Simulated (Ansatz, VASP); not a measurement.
**TePb: VASP beside Ansatz**

File INCAR:

```
SYSTEM = TePb
ALGO     = Normal         ! electronic algorithm
EDIFF    = 1E-6           ! SCF threshold, eV
ENCUT    = 520            ! plane-wave cutoff, eV
GGA      = PS             ! functional
ISIF     = 2              ! what is computed and relaxed
ISMEAR   = 0              ! smearing method
LASPH    = .TRUE.         ! aspherical terms in the spheres
LCHARG   = .FALSE.        ! write CHGCAR
LREAL    = .FALSE.        ! projectors in reciprocal space
LWAVE    = .FALSE.        ! write WAVECAR
NBANDS   = 17             ! bands
NELM     = 100            ! most SCF steps
PREC     = Accurate       ! precision mode
SIGMA    = 0.1            ! smearing width, eV
```

The input KPOINTS:

```
k-points
0
G
  10 10 10
  0 0 0
```

POSCAR

```
TePb
1.0
    4.0209776803      0.0007204117     -0.0520297310
    0.0007204117      3.8647684187     -0.0400228700
   -0.0520297310     -0.0400228700      3.9487363999
Te Pb
1 1
Direct
    0.4873922085      0.5058616486      0.4943957043
    0.0126077915     -0.0058616486      0.0056042957
```

Input for Ansatz:

```yaml
crystal:
  lattice:
    - [4.0209776803, 0.0007204117, -0.052029731]
    - [0.0007204117, 3.8647684187, -0.04002287]
    - [-0.052029731, -0.04002287, 3.9487363999]
  atoms:
    - { symbol: Te, position: [0.4873922085, 0.5058616486, 0.4943957043] }
    - { symbol: Pb, position: [0.0126077915, -0.0058616486, 0.0056042957] }
basis:
  ecutwfc: 420
kpoints:
  mp_grid: { grid: [10, 10, 10] }
hamiltonian:
  xc: pbesol
scf:
  occupations: { method: gaussian, width: 0.1 }
output:
  forces: true
  stress: true
  eigenvalues: true
  populations: true
```

Change from the starting cell: all atoms moved at random, cell strained at random.

Alike in both runs: task single point; functional PBEsol; k mesh 10 × 10 × 10; occupations gaussian, width 0.1 eV; no spin polarisation.

|  | VASP | Ansatz |
| --- | --- | --- |
| version | VASP 6.6.1 | Ansatz 0.2.0 |
| potentials or method | VASP PAW PBE potentials, release 64 (Te, Pb_d), cutoff 520 eV | scalar-relativistic, plane waves, PAW |
| valence electrons in the cell | 20 | 30 |

|  | VASP | Ansatz | Ansatz less VASP |
| --- | --- | --- | --- |
| gap on the k mesh at the Fermi level (eV) | none | none | - |
| pressure (GPa) | -1.0 | -1.0 | +0.02 |
| traceless stress, the component that is largest in VASP (GPa) | 0.45 | 0.45 | -0.001 |
| rms of the force components (eV/Å) | 0.008 | 0.008 | +0.0001 |

VASP's potentials were made for PBE, not for PBEsol. Atom by atom the forces differ by 0.001 eV/Å (rms over components). A gap of «none» marks a metal or a gap that the smearing closes. With one functional, cell and mesh, what is left measures potentials, basis and numerics. VASP's potentials hold 20 valence electrons a cell and Ansatz's 30, so a difference there can come from the potentials and not from the codes.

Spin-orbit coupling is off throughout.
